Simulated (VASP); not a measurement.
Crystal: HfN.

```
CELL_PARAMETERS angstrom
4.01667 0.00000 0.00000
0.00000 2.07097 1.99676
0.00000 -2.07097 1.99676
ATOMIC_POSITIONS crystal
Hf 0.00000 0.05013 0.05013
N 0.50000 0.89024 0.89024
```

```yaml
Program: VASP 6.6.1
Task: relaxation of cell and atoms
Functional: PBE
Potentials_or_basis: VASP PAW PBE potentials, release 64 (Hf_pv, N)
Cutoff: 600 eV
k_mesh: 4 × 6 × 6
Occupations: gaussian, width 0.1 eV
Spin: no spin polarisation
```

At the start: pressure -5.5 GPa; volume 16.61 Å³/atom.

Problem. Where does the relaxation end?

Solution. Over 26 steps the energy falls by 1806.5 meV/atom and the volume is 12.01 Å³/atom (-27.7 %); space group P-6m2 (No. 187, to 0.05 Å).

Step by step:
| step | energy change (eV) | largest force (eV/Å) | pressure (GPa) | volume (Å³) |
| --- | --- | --- | --- | --- |
| 1 | 0.0000 | 0.5024 | -5.54 | 33.22 |
| 2 | 0.2438 | 6.6627 | 49.22 | 29.88 |
| 3 | -0.5404 | 2.2703 | 10.98 | 31.77 |
| 4 | -0.5448 | 2.5095 | 13.18 | 31.63 |
| 5 | -1.2206 | 1.2607 | -1.53 | 34.38 |
| 6 | -1.2488 | 1.2243 | -19.09 | 37.17 |
| 7 | -1.3933 | 0.3587 | -9.87 | 35.57 |
| 8 | -1.4050 | 0.0001 | -12.16 | 35.94 |
| 9 | -1.6014 | 0.0913 | -18.14 | 33.09 |
| 10 | -1.5997 | 0.3548 | -17.22 | 33.58 |
| 11 | -2.2981 | 1.1752 | -13.85 | 29.17 |
| 12 | 1.6107 | 4.8260 | 191.67 | 17.17 |
| 13 | -2.5854 | 1.1270 | -10.54 | 27.46 |
| 14 | -2.6702 | 0.3001 | 23.76 | 22.77 |
| 15 | -2.8024 | 0.9445 | -0.50 | 25.33 |
| 16 | -3.3778 | 0.1515 | 15.90 | 22.85 |
| 17 | -3.3788 | 0.0769 | 17.47 | 22.72 |
| 18 | -3.5889 | 0.1924 | -0.19 | 24.04 |
| 19 | -3.5948 | 0.2046 | -3.67 | 24.36 |
| 20 | -3.5949 | 0.2035 | -3.31 | 24.33 |
| 21 | -3.6066 | 0.1914 | -0.94 | 24.09 |
| 22 | -3.6091 | 0.1832 | 0.80 | 23.92 |
| 23 | -3.6115 | 0.1335 | 0.43 | 23.97 |
| 24 | -3.6127 | 0.0707 | -0.12 | 24.03 |
| 25 | -3.6128 | 0.0610 | -0.22 | 24.04 |
| 26 | -3.6130 | 0.0239 | -0.01 | 24.02 |

Final structure:
```xyz
2
Lattice="2.9054 0.0000 0.0000 0.0000 1.5525 2.6623 0.0000 -1.5525 2.6623" Properties=species:S:1:pos:R:3 pbc="T T T"
Hf    0.0000    0.0000    0.7294
N     1.4527    0.0000    4.2778
```

Caveat: the k points lie up to 0.54 Å⁻¹ apart in the final cell; the volume moved by over 15 % at a fixed basis, so the end points are rough.
